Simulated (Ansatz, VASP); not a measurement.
# One calculation of CdSe, two programs

```xyz
4
Lattice="4.3021 0.0000 0.0000 -2.1511 3.7258 0.0000 0.0000 0.0000 7.0215" Properties=species:S:1:pos:R:3 pbc="T T T"
Cd    0.0000    2.4838   -0.0645
Cd    2.1511    1.2419    3.4462
Se    0.0000    2.4838    2.7046
Se    2.1511    1.2419    6.2153
```

Change from the starting cell: polar distortion scaled by 0.85.

Alike in both runs: task single point; functional PBEsol; k mesh 9 × 9 × 6; no spin polarisation.

|  | VASP | Ansatz |
| --- | --- | --- |
| version | VASP 6.6.1 | Ansatz 0.2.0 |
| potentials or method | VASP PAW PBE potentials, release 64 (Cd, Se), cutoff 520 eV | scalar-relativistic, plane waves, PAW |
| occupations | gaussian, width 0.01 eV | fixed |
| valence electrons in the cell | 36 | 72 |

|  | VASP | Ansatz | Ansatz less VASP |
| --- | --- | --- | --- |
| gap on the k mesh at the Fermi level (eV) | 0.61 | 0.61 | 0.000 |
| least direct gap on the mesh (eV) | 0.61 | 0.61 | 0.000 |
| pressure (GPa) | 0.7 | 0.3 | -0.35 |
| traceless stress, the component that is largest in VASP (GPa) | -2.25 | -2.16 | +0.099 |
| rms of the force components (eV/Å) | 0.272 | 0.263 | -0.0088 |

VASP's potentials were made for PBE, not for PBEsol, and Ansatz warns of the same on its side. Atom by atom the forces differ by 0.009 eV/Å (rms over components). VASP's potentials hold 36 valence electrons a cell and Ansatz's 72, so a difference there can come from the potentials and not from the codes.
